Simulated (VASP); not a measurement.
Write the native input for VASP 6.6.1 that does the following.

* Task: relaxation of cell and atoms
* Functional: PBE
* Potentials or basis: VASP PAW PBE potentials, release 64 (Sb)
* Cutoff: 600 eV
* k mesh: 15 × 15 × 15
* Occupations: fermi-dirac, width 0.05 eV
* Spin: no spin polarisation
* Dipole correction: no
* Further INCAR settings: ALGO = Normal; EDIFF = 1e-07; IBRION = 2; EDIFFG = -0.005; NSW = 60; ISIF = 3

The structure of Sb lies in POSCAR:

```
Sb
1.0
   -1.9129311828      1.9129311828      1.9129311828
    1.9129311828     -1.9129311828      1.9129311828
    1.9129311828      1.9129311828     -1.9129311828
Sb
1
Direct
    0.0000000000      0.0000000000      0.0000000000
```

This isn't the form of Sb at room conditions, which is rhombohedral.

One way to write it, as run:

INCAR

```
SYSTEM = Sb
PREC     = Accurate       ! precision mode
ENCUT    = 600            ! plane-wave cutoff, eV
EDIFF    = 1E-7           ! SCF threshold, eV
ISMEAR   = -1             ! smearing method
SIGMA    = 0.05           ! smearing width, eV
LREAL    = .False.        ! projectors in reciprocal space
LASPH    = .True.         ! aspherical terms in the spheres
NELM     = 60             ! most SCF steps
ALGO     = Normal         ! electronic algorithm
ISIF     = 3              ! what is computed and relaxed
LWAVE    = .False.        ! write WAVECAR
LCHARG   = .False.        ! write CHGCAR
GGA      = PE             ! functional
IBRION   = 2              ! ionic algorithm
NSW      = 60             ! ionic steps
EDIFFG   = -0.005         ! ionic threshold
```

KPOINTS

```
Automatic mesh
0
Gamma
  15 15 15
  0 0 0
```

Potentials or basis: VASP PAW PBE potentials, release 64 (Sb).

The run is started by

```sh
$ cat potpaw_PBE.64/Sb/POTCAR > POTCAR
$ mpirun -np 1 vasp_std > vasp.out
```

Results of the run:

```json
{
 "Relaxed volume": "27.07 Å³/atom",
 "Relaxed cell": "a = 3.276 Å, b = 3.276 Å, c = 3.276 Å, α = 109.47°, β = 109.47°, γ = 109.47°",
 "Space group after relaxing (to 0.1 Å)": "Im-3m (No. 229)",
 "Energy gained by relaxing": "5.5 meV/atom",
 "Ionic steps": "3",
 "Pressure after relaxing": "0.0 GPa",
 "Band gap on the k mesh": "zero (an odd number of electrons rules out a gap without spin polarisation)"
}
```

Caveat: spin-orbit coupling is left out, which moves the levels of the heavy elements.

Run time: 60 s on 1 thread of AMD EPYC 7R13, on a shared host, peak memory 0.14 GiB.
